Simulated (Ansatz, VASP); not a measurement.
**HfSiO4: VASP beside Ansatz**

File INCAR:

```
PREC     = Accurate       # precision mode
ENCUT    = 520            # plane-wave cutoff, eV
EDIFF    = 1E-6           # SCF threshold, eV
ISMEAR   = 0              # smearing method
SIGMA    = 0.01           # smearing width, eV
LREAL    = False          # projectors in reciprocal space
LASPH    = True           # aspherical terms in the spheres
NELM     = 100            # most SCF steps
ALGO     = Normal         # electronic algorithm
ISIF     = 2              # what is computed and relaxed
LWAVE    = False          # write WAVECAR
LCHARG   = False          # write CHGCAR
GGA      = PE             # functional
NBANDS   = 50             # bands
```

The input KPOINTS:

```
regular mesh
0
Gamma
  6 6 6
```

POSCAR

```
HfSiO4
1.0
   -3.3227449928      3.3227449928      3.0072240187
    3.3227449928     -3.3227449928      3.0072240187
    3.3227449928      3.3227449928     -3.0072240187
Hf Si O
2 2 8
Direct
    0.7500000000      0.2500000000      0.5000000000
    0.0000000000      0.0000000000      0.0000000000
    0.2500000000      0.7500000000      0.5000000000
    0.5000000000      0.5000000000      0.0000000000
    0.1347369486      0.3189317937      0.8158051549
    0.0689317937      0.7531266389      0.6841948451
    0.5031266389      0.3189317937      0.1841948451
    0.0689317937      0.3847369486      0.3158051549
    0.6152630514      0.9310682063      0.6841948451
    0.6810682063      0.8652630514      0.1841948451
    0.2468733611      0.9310682063      0.3158051549
    0.6810682063      0.4968733611      0.8158051549
```

Input for Ansatz:

```yaml
crystal:
  lattice:
    - [-3.3227449928, 3.3227449928, 3.0072240187]
    - [3.3227449928, -3.3227449928, 3.0072240187]
    - [3.3227449928, 3.3227449928, -3.0072240187]
  atoms:
    - { symbol: Hf, position: [0.75, 0.25, 0.5] }
    - { symbol: Hf, position: [0.0, 0.0, 0.0] }
    - { symbol: Si, position: [0.25, 0.75, 0.5] }
    - { symbol: Si, position: [0.5, 0.5, 0.0] }
    - { symbol: O, position: [0.1347369486, 0.3189317937, 0.8158051549] }
    - { symbol: O, position: [0.0689317937, 0.7531266389, 0.6841948451] }
    - { symbol: O, position: [0.5031266389, 0.3189317937, 0.1841948451] }
    - { symbol: O, position: [0.0689317937, 0.3847369486, 0.3158051549] }
    - { symbol: O, position: [0.6152630514, 0.9310682063, 0.6841948451] }
    - { symbol: O, position: [0.6810682063, 0.8652630514, 0.1841948451] }
    - { symbol: O, position: [0.2468733611, 0.9310682063, 0.3158051549] }
    - { symbol: O, position: [0.6810682063, 0.4968733611, 0.8158051549] }
kpoints:
  mp_grid: { grid: [6, 6, 6] }
hamiltonian:
  xc: pbe
scf:
  occupations: { method: fixed }
  n_extra_bands: 7
output:
  forces: true
  stress: true
  eigenvalues: true
```

Alike in both runs: task single point; functional PBE; k mesh 6 × 6 × 6; no spin polarisation.

|  | VASP | Ansatz |
| --- | --- | --- |
| version | VASP 6.6.1 | Ansatz 0.2.0 |
| potentials or method | VASP PAW PBE potentials, release 64 (Hf_pv, Si, O) | plane waves, PAW |
| plane-wave cutoff (eV) | 520 | 420 |
| occupations | gaussian, width 0.01 eV | fixed |
| valence electrons in the cell | 76 | 108 |

|  | VASP | Ansatz | Ansatz less VASP |
| --- | --- | --- | --- |
| gap on the k mesh at the Fermi level (eV) | 5.27 | 5.33 | +0.057 |
| pressure (GPa) | -1.6 | 0.0 | +1.59 |
| traceless stress, the component that is largest in VASP (GPa) | 0.22 | -0.01 | -0.231 |
| rms of the force components (eV/Å) | 0.087 | 0.000 | -0.0868 |

Atom by atom the forces differ by 0.087 eV/Å (rms over components). VASP's potentials hold 76 valence electrons a cell and Ansatz's 108, so a difference there can come from the potentials and not from the codes.

Neither program's run includes spin-orbit coupling.
